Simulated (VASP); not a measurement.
A run of VASP 6.6.1 is set up as follows.

The input POSCAR:

```
Mo
1.0
    2.8175757091      0.0000000000      0.0000000000
   -1.4087878546      2.4400921412      0.0000000000
    0.0000000000      0.0000000000      2.6318361210
Mo
1
Direct
    0.0000000000      0.0000000000      0.5000000000
```

The input INCAR.step1:

```
PREC = Accurate ; ENCUT = 520
ISMEAR = 0 ; SIGMA = 0.15
LREAL = False ; LASPH = True
NELM = 100 ; NBANDS = 13
GGA = PE ; ALGO = Normal
EDIFF = 1E-4 ; LWAVE = True
LCHARG = False
```

The input INCAR.step2:

```
PREC = Accurate ; ENCUT = 520
EDIFF = 1E-7 ; ISMEAR = 0
SIGMA = 0.15 ; LREAL = False
LASPH = True ; NELM = 100
ALGO = Normal ; ISIF = 2
LWAVE = False ; LCHARG = False
METAGGA = R2SCAN ; LMIXTAU = True
NBANDS = 13 ; ISTART = 1
```

The input KPOINTS:

```
regular mesh
0
Gamma
  18 18 18
```

Potentials or basis: VASP PAW PBE potentials, release 64 (Mo_sv).

Launch:

```console
$ cat potpaw_PBE.64/Mo_sv/POTCAR > POTCAR
$ cp INCAR.step1 INCAR
$ mpirun -np 1 vasp_std > vasp.out
$ cp INCAR.step2 INCAR
$ mpirun -np 1 vasp_std > vasp.out
```

Problem. What does it give for the pressure?

Solution. -15.2 GPa.

Problem. What does it give for the band gap on the k mesh?

Solution. Zero (band 7 reaches 11.02 eV, above the bottom of band 8 at 9.46 eV).

Stress tensor (GPa, compression positive):
```
-13.99   0.00   0.00
  0.00 -13.99   0.00
  0.00   0.00 -17.70
```

Caveat: the cell differs from its parent crystal (strain +0.030 along x and y, +0.030 along z); the PAW data sets were made with another functional, which shifts forces and pressure a little.
